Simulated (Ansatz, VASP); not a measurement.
# Two plane-wave programs on Mg2Si

Contents of POSCAR:

```
Mg2Si
1.0
   -0.0155006302      3.1693073725      3.1693073725
    3.1693073725     -0.0155006302      3.1693073725
    3.1693073725      3.1693073725     -0.0155006302
Si Mg
1 2
Direct
    0.0000000000      0.0000000000      0.0000000000
    0.2501783316      0.2501783316      0.2501783316
    0.7498216684      0.7498216684      0.7498216684
```

Contents of INCAR.step1:

```
SYSTEM = Mg2Si
PREC = Accurate
ENCUT = 520
EDIFF = 1E-5
ISMEAR = 0
SIGMA = 0.01
LREAL = .FALSE.
LASPH = .TRUE.
NELM = 120
ALGO = Normal
ISIF = 2
LWAVE = .TRUE.
LCHARG = .FALSE.
NBANDS = 11
GGA = PE
GGA_COMPAT = .FALSE.
```

The input INCAR.step2:

```
SYSTEM = Mg2Si
PREC = Accurate
ENCUT = 520
EDIFF = 1E-6
ISMEAR = 0
SIGMA = 0.01
LREAL = .FALSE.
LASPH = .TRUE.
NELM = 120
ALGO = Normal
ISIF = 2
LWAVE = .FALSE.
LCHARG = .FALSE.
GGA = PE
LHFCALC = .TRUE.
HFSCREEN = 0.2079
PRECFOCK = Normal
NBANDS = 11
ISTART = 1
GGA_COMPAT = .FALSE.
```

The input KPOINTS:

```
regular mesh
0
G
  6 6 6
  0 0 0
```

Input for Ansatz:

```yaml
crystal:
  lattice:
    - [-0.0155006302, 3.1693073725, 3.1693073725]
    - [3.1693073725, -0.0155006302, 3.1693073725]
    - [3.1693073725, 3.1693073725, -0.0155006302]
  atoms:
    - { symbol: Si, position: [0.0, 0.0, 0.0] }
    - { symbol: Mg, position: [0.2501783316, 0.2501783316, 0.2501783316] }
    - { symbol: Mg, position: [0.7498216684, 0.7498216684, 0.7498216684] }
kpoints:
  mp_grid: { grid: [6, 6, 6] }
  band_path:
    path:
      - [0.0, 0.0, 0.0]
      - [0.5, 0.0, 0.5]
      - [0.625, 0.25, 0.625]
      - [0.375, 0.375, 0.75]
      - [0.5, 0.5, 0.5]
      - [0.5, 0.25, 0.75]
    npoints: 1
hamiltonian:
  xc: hse06
scf:
  occupations: { method: fixed }
  n_extra_bands: 4
output:
  forces: true
  stress: true
  eigenvalues: true
```

Change from the starting cell: epitaxial_111 strain +0.5%.

Alike in both runs: task single point; functional HSE06; k mesh 6 × 6 × 6; no spin polarisation.

|  | VASP | Ansatz |
| --- | --- | --- |
| version | VASP 6.6.1 | Ansatz 0.2.0 |
| potentials or method | VASP PAW PBE potentials, release 64 (Si, Mg) | plane waves, PAW |
| plane-wave cutoff (eV) | 520 | 420 |
| occupations | gaussian, width 0.01 eV | fixed |
| valence electrons in the cell | 8 | 24 |

|  | VASP | Ansatz | Ansatz less VASP |
| --- | --- | --- | --- |
| gap on the k mesh at the Fermi level (eV) | 0.54 | 0.54 | -0.002 |
| pressure (GPa) | -0.7 | -0.5 | +0.22 |
| traceless stress, the component that is largest in VASP (GPa) | 0.23 | 0.23 | 0.000 |

VASP's potentials hold 8 valence electrons a cell and Ansatz's 24, so a difference there can come from the potentials and not from the codes. Ansatz's warnings: stress exchange threshold loose, stress scf threshold loose.
